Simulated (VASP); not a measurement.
# HfN (F-43m) in VASP: a series of runs, part 2 of 2

VASP 6.6.1. Earlier steps stand in the parts before.

**5. Single point, PBEsol**

Contents of INCAR:

```
ALGO = Normal
EDIFF = 1E-6
ENCUT = 520
GGA = PS
ISIF = 2
ISMEAR = 1
LASPH = T
LCHARG = F
LREAL = F
LWAVE = F
NBANDS = 14
NELM = 60
PREC = Accurate
SIGMA = 0.15
```

Contents of KPOINTS:

```
k-points
0
Gamma
  6 6 6
```

Contents of POSCAR:

```
HfN
1.0
    0.0000000000      2.4548220000      2.4548220000
    2.4548220000      0.0000000000      2.4548220000
    2.4548220000      2.4548220000      0.0000000000
Hf N
1 1
Direct
    0.0000000000      0.0000000000      0.0000000000
    0.7500000000      0.7500000000      0.7500000000
```

Potentials or basis: VASP PAW PBE potentials, release 64 (Hf_pv, N).

Run with:

```console
$ cat potpaw_PBE.64/Hf_pv/POTCAR potpaw_PBE.64/N/POTCAR > POTCAR
$ mpirun -np 1 vasp_std > vasp.out
```

OUTCAR:

```text
EDIFF = 1E-6
   ENCUT = 520
   GGA = PS
   ISIF = 2
   ISMEAR = 1
   LASPH = T
   LREAL = F
   NELM = 60
   PREC = Accurate

 ion  position               nearest neighbor table
   1  0.000  0.000  0.000-   2 2.13   2 2.13   2 2.13   2 2.13
   2  0.750  0.750  0.750-   1 2.13   1 2.13   1 2.13   1 2.13

  LATTYP: Found a face centered cubic cell.
 ALAT       =     4.9096440000

  Lattice vectors:

 A1 = (   0.0000000000,   2.4548220000,   2.4548220000)
 A2 = (   2.4548220000,   0.0000000000,   2.4548220000)
 A3 = (   2.4548220000,   2.4548220000,   0.0000000000)

Analysis of symmetry for initial positions (statically):
=====================================================================
 Subroutine PRICEL returns:
 Original cell was already a primitive cell.

 Routine SETGRP: Setting up the symmetry group for a
 face centered cubic supercell.

 Subroutine GETGRP returns: Found 24 space group operations
 (whereof 24 operations were pure point group operations)
 out of a pool of 48 trial point group operations.

The static configuration has the point symmetry T_d .

Analysis of symmetry for dynamics (positions and initial velocities):
[... 167 lines left out ...]
      8       4.8705      2.00000
      9       7.8077     -0.00000
     10       7.8077     -0.00000
     11      12.1878      0.00000
     12      12.1878      0.00000
     13      12.1878      0.00000
     14      17.9213      0.00000
[... 241 lines left out ...]
      1     -25.8590      2.00000
      2     -25.6702      2.00000
      3     -25.6109      2.00000
      4      -9.0154      2.00000
      5      -0.6175      2.00000
      6       1.1038      2.00000
      7       2.0293      2.00000
      8       4.3498      2.00000
      9       7.1261     -0.00000
     10       9.1960      0.00000
     11      10.5440      0.00000
     12      11.8180      0.00000
     13      15.5819      0.00000
     14      16.4625      0.00000

------------------------ aborting loop because EDIFF is reached ----------------------------------------

  FORCE on cell =-STRESS in cart. coord.  units (eV):
  Direction    XX          YY          ZZ          XY          YZ          ZX
  --------------------------------------------------------------------------------------
  -------------------------------------------------------------------------------------
  Total       -1.1232465     -1.1232465     -1.1232465     -0.0000000     -0.0000000     -0.0000000
  in kB      -60.8268960    -60.8268960    -60.8268960     -0.0000000     -0.0000000     -0.0000000
  external PRESSURE =     -60.8268960 kB  Pullay stress =       0.0000000 kB

 VOLUME and BASIS-vectors are now :
 -----------------------------------------------------------------------------
  energy-cutoff  :      520.00
  volume of cell :       29.59
      direct lattice vectors                 reciprocal lattice vectors
     0.000000000  2.454822000  2.454822000    -0.203680756  0.203680756  0.203680756
     2.454822000  0.000000000  2.454822000     0.203680756 -0.203680756  0.203680756
     2.454822000  2.454822000  0.000000000     0.203680756  0.203680756 -0.203680756

 POSITION                                       TOTAL-FORCE (eV/Angst)
 -----------------------------------------------------------------------------------
      0.00000      0.00000      0.00000        -0.000000     -0.000000     -0.000000
      3.68223      3.68223      3.68223         0.000000      0.000000      0.000000
 -----------------------------------------------------------------------------------
    total drift:                                0.000000      0.000000      0.000000

  FREE ENERGIE OF THE ION-ELECTRON SYSTEM (eV)
  ---------------------------------------------------
  free  energy   TOTEN  =       -22.2573040346 eV

  energy  without entropy=      -22.2577730511  energy(sigma->0) =      -22.25746037
```

stdout:

```text
POSCAR found type information on POSCAR HfN
 POSCAR found :  2 types and       2 ions
 scaLAPACK will be used
 -----------------------------------------------------------------------------
|                                                                             |
|                                                                             |
|     You enforced a specific xc type in the INCAR file but a different       |
|     I HOPE YOU KNOW WHAT YOU ARE DOING!                                     |
|                                                                             |
 -----------------------------------------------------------------------------

 LDA part: xc-table for (Slater+PW92), standard interpolation
 POSCAR, INCAR and KPOINTS ok, starting setup
 FFT: planning ... GRIDC
 FFT: planning ... GRID_SOFT
 FFT: planning ... GRID
 WAVECAR not read
 entering main loop
```

Wall time 7.9 s (1 thread of Intel Xeon Platinum 8488C (Sapphire Rapids), shared host); peak memory 0.16 GiB.

What came out:

* Free energy: -22.2573 eV
* Pressure: -6.1 GPa

Levels at points of the mesh, in eV from the Fermi level:
```
           k point  band 3  band 4  band 5  band 6  band 7  band 8  band 9  band 10  band 11  band 12
(0.00, 0.00, 0.00)  -31.25  -16.31   -5.66   -5.66   -5.66   -0.93    2.00     2.00     6.38     6.38
(0.50, 0.00, 0.00)  -31.31  -15.21   -5.93   -5.07   -5.07    1.34    2.50     2.50     3.97     5.05
(0.50, 0.50, 0.00)  -31.41  -14.83   -7.13   -3.80   -3.80   -1.34    1.94     3.81     4.45     4.45
```

Caveat: the k points lie up to 0.37 Å⁻¹ apart; the PAW data sets were made with another functional, which shifts forces and pressure a little; spin-orbit coupling is left out, which moves the levels of the heavy elements.

**6. Single point, PBEsol**

Contents of INCAR:

```
  ALGO = Normal
  EDIFF = 1E-6
  ENCUT = 520
  GGA = PS
  ISIF = 2
  ISMEAR = 1
  LASPH = True
  LCHARG = False
  LREAL = False
  LWAVE = False
  NBANDS = 14
  NELM = 100
  PREC = Accurate
  SIGMA = 0.15
```

Contents of KPOINTS:

```
k-points
0
Gamma
  8 8 8
```

POSCAR is that of step 5.

Potentials or basis: VASP PAW PBE potentials, release 64 (Hf_pv, N).

Run with:

```console
$ cat potpaw_PBE.64/Hf_pv/POTCAR potpaw_PBE.64/N/POTCAR > POTCAR
$ mpirun -np 1 vasp_std > vasp.out
```

Run time: 12 s. Hardware: 1 thread of Intel Xeon Platinum 8488C (Sapphire Rapids), shared host; peak memory 0.16 GiB.

Results (log left out):

```
Free energy : -22.2576 eV
Pressure    : -6.1 GPa
```

Levels at points of the mesh, in eV from the Fermi level:
```
           k point  band 6  band 7  band 8  band 9  band 10  band 11
(0.00, 0.00, 0.00)   -5.44   -5.44   -0.72    2.21     2.21     6.60
(0.50, 0.00, 0.00)   -4.85   -4.85    1.55    2.71     2.71     4.18
(0.50, 0.50, 0.00)   -3.59   -3.59   -1.13    2.15     4.02     4.66
```

Caveat: the PAW data sets were made with another functional, which shifts forces and pressure a little; spin-orbit coupling is left out, which moves the levels of the heavy elements.

**7. Single point, PBEsol**

Contents of INCAR:

```
SYSTEM = HfN
ALGO = Normal
EDIFF = 1E-6
ENCUT = 520
GGA = PS
ISIF = 2
ISMEAR = 1
LASPH = .True.
LCHARG = .False.
LREAL = .False.
LWAVE = .False.
NBANDS = 14
NELM = 100
PREC = Accurate
SIGMA = 0.15
```

Contents of KPOINTS:

```
k-points
0
Gamma
  10 10 10
  0 0 0
```

POSCAR is that of step 6.

Run with:

```console
$ cat potpaw_PBE.64/Hf_pv/POTCAR potpaw_PBE.64/N/POTCAR > POTCAR
$ mpirun -np 1 vasp_std > vasp.out
```

Run time: 19 s. Hardware: 1 thread of Intel Xeon Platinum 8488C (Sapphire Rapids), shared host; peak memory 0.16 GiB.

It converged, with:

```yaml
Free_energy: -22.2543 eV
Pressure: -5.9 GPa
```

Levels at points of the mesh, in eV from the Fermi level:
```csv
k point,band 5,band 6,band 7,band 8,band 9,band 10,band 11,band 12
"(0.00, 0.00, 0.00)",-5.42,-5.42,-5.42,-0.70,2.23,2.23,6.61,6.61
"(0.50, 0.00, 0.00)",-5.70,-4.84,-4.84,1.57,2.73,2.73,4.20,5.28
"(0.50, 0.50, 0.00)",-6.90,-3.57,-3.57,-1.11,2.17,4.03,4.68,4.68
```

Caveat: the PAW data sets were made with another functional, which shifts forces and pressure a little; spin-orbit coupling is left out, which moves the levels of the heavy elements.

**8. Overview**

```csv
k mesh,gap on the mesh (eV),pressure (GPa)
3 × 3 × 3,none,-6.8
4 × 4 × 4,none,-5.1
5 × 5 × 5,none,-5.6
6 × 6 × 6,none,-6.1
8 × 8 × 8,none,-6.1
10 × 10 × 10,none,-5.9
```

Alike in all rows: task single point; level PBEsol; potentials or basis VASP PAW PBE potentials, release 64 (Hf_pv, N); no spin polarisation; cell as given; cutoff (eV) 520; smearing methfessel-paxton 0.15 eV.

Caveats: some runs use coarse meshes; the PAW data sets were made with another functional, which shifts forces and pressure a little; spin-orbit coupling is left out, which moves the levels of the heavy elements.

Absolute energies hang on the potentials; compare differences alone.
